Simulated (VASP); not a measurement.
Here is a VASP 6.6.1 calculation.

File INCAR:

```
SYSTEM = Pb
PREC = Accurate
ENCUT = 520
EDIFF = 1E-8
ISMEAR = -1
SIGMA = 0.05
LREAL = .FALSE.
LASPH = .TRUE.
NELM = 100
ALGO = Normal
ISIF = 2
LWAVE = .FALSE.
LCHARG = .FALSE.
GGA = PE
LEFG = .TRUE.
NBANDS = 21
```

Contents of KPOINTS:

```
regular mesh
0
G
  8 8 8
  0 0 0
```

Contents of POSCAR:

```
Pb
1.0
    0.0000000000      3.5064485529      3.5064485529
    3.5064485529      0.0000000000      3.5064485529
    3.5064485529      3.5064485529      0.0000000000
Pb
2
Direct
    0.0000000000      0.0000000000      0.0000000000
    0.2500000000      0.2500000000      0.2500000000
```

Potentials or basis: VASP PAW PBE potentials, release 64 (Pb_d).

Launch:

```bash
$ cat potpaw_PBE.64/Pb_d/POTCAR > POTCAR
$ mpirun -np 1 vasp_std > vasp.out
```

**Question.** Predict the pressure.

**Answer.** 0.5 GPa.

**Question.** Predict the band gap on the k mesh.

**Answer.** Zero (band 14 reaches 4.21 eV, above the bottom of band 15 at 3.15 eV).

Caveat: without QUAD_EFG the Cq values of the log hold for a quadrupole moment of 1 mb, not for the nuclei; spin-orbit coupling is left out, which moves the levels of the heavy elements.
